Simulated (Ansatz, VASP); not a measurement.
Two plane-wave programs on Sn

```
Sn
1.0
    -2.89942    2.90080    1.55817
     2.90080   -2.89942    1.55817
     2.89858    2.89858   -1.55564
Sn
2
Direct
  0.00002 0.99998 0.00000
  0.74998 0.25002 0.50000
```

Alike in both runs: task single point; functional LDA; k mesh 11 × 11 × 8; occupations methfessel-paxton of order 1, width 0.03 eV; no spin polarisation.

|  | VASP | Ansatz |
| --- | --- | --- |
| version | VASP 6.6.1 | Ansatz 0.2.0 |
| potentials or method | VASP PAW LDA potentials, release 64 (Sn_d), cutoff 520 eV | plane waves (420 eV) with PAW, scalar-relativistic |
| valence electrons in the cell | 28 | 28 |

```tsv
	VASP	Ansatz	Ansatz less VASP
pressure (GPa)	0.0	0.0	-0.04
traceless stress, the component that is largest in VASP (GPa)	-0.11	-0.11	-0.008
```

Ansatz warns that its potentials were made for another functional, while VASP's fit it. LDA's correlation is that of Perdew and Zunger in VASP and of Perdew and Wang (1992) in Ansatz.
